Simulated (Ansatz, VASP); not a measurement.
## One calculation of MgO2, two programs

```
Mg O
1.0
     4.73549    0.00000    0.00000
     0.00000    4.73549    0.00000
     0.00000    0.00000    4.73549
Mg O
4 8
Direct
  0.00000 0.50000 0.50000
  0.50000 0.50000 0.00000
  0.50000 0.00000 0.50000
  0.00000 0.00000 0.00000
  0.41013 0.08987 0.91013
  0.08987 0.91013 0.41013
  0.91013 0.41013 0.08987
  0.58987 0.58987 0.58987
  0.41013 0.41013 0.41013
  0.08987 0.58987 0.91013
  0.91013 0.08987 0.58987
  0.58987 0.91013 0.08987
```

Alike in both runs: functional r2SCAN; k mesh 6 × 6 × 6; occupations gaussian, width 0.02 eV; no spin polarisation.

Ansatz relaxed the structure, and its values are those at the end. VASP's run is a single point on that final structure, the one shown.

|  | VASP | Ansatz |
| --- | --- | --- |
| version | VASP 6.6.1 | Ansatz 0.2.0 |
| potentials or method | VASP PAW PBE potentials, release 64 (Mg, O), cutoff 520 eV | scalar-relativistic, plane waves, PAW |
| valence electrons in the cell | 56 | 88 |

|  | VASP | Ansatz | Ansatz less VASP |
| --- | --- | --- | --- |
| gap on the k mesh at the Fermi level (eV) | 4.91 | 4.94 | +0.037 |
| least direct gap on the mesh (eV) | 5.06 | 5.10 | +0.036 |
| pressure (GPa) | 9.9 | 10.1 | +0.18 |
| rms of the force components (eV/Å) | 0.136 | 0.001 | -0.1349 |

VASP's potentials were made for PBE, not for r2SCAN. One of these differences is far larger than is usual between the two programs; its cause wasn't traced. VASP's potentials hold 56 valence electrons a cell and Ansatz's 88, so a difference there can come from the potentials and not from the codes. Ansatz's warnings: stress scf threshold loose.
